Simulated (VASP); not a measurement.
**WC: single point with PBEsol**

Crystal: WC.

```
CELL_PARAMETERS angstrom
0.00000 2.19268 2.19268
2.19268 0.00000 2.19268
2.19268 2.19268 0.00000
ATOMIC_POSITIONS crystal
W 0.01140 0.01140 0.98860
C 0.50000 0.50000 0.50000
```

```yaml
Program: VASP 6.6.1
Task: single point
Functional: PBEsol
Potentials_or_basis: VASP PAW PBE potentials, release 64 (W_sv, C)
Cutoff: 520 eV
k_mesh: 13 × 13 × 13
Occupations: fermi-dirac, width 0.1 eV
Spin: no spin polarisation
Dipole_correction: no
Further_INCAR_settings: ALGO = Normal; EDIFF = 1e-06; NBANDS = 16
```

The pressure is -8.6 GPa. The largest force is 0.326 eV/Å. The band gap on the k mesh is zero (band 9 reaches 13.21 eV, above the bottom of band 10 at 10.21 eV).

Forces in eV/Å, atoms in the order of the input:
```
W    0.000  0.000 -0.326
C    0.000  0.000  0.326
```

Stress tensor (GPa, compression positive):
```
-9.06  0.00  0.00
 0.00 -9.06  0.00
 0.00  0.00 -7.75
```

Levels at points of the mesh, in eV from the Fermi level:
| k point | band 6 | band 7 | band 8 | band 9 | band 10 | band 11 | band 12 | band 13 |
| --- | --- | --- | --- | --- | --- | --- | --- | --- |
| (0.00, 0.00, 0.00) | -2.82 | -2.82 | -2.75 | -1.50 | -0.96 | -0.94 | -0.94 | -0.46 |

It took 26 s on 1 thread of Intel(R) Xeon(R) Platinum 8488C (Sapphire Rapids), with other jobs on the host, peak memory 0.19 GiB.

Caveat: the PAW data sets were made with another functional, which shifts forces and pressure a little; spin-orbit coupling is left out, which moves the levels of the heavy elements.
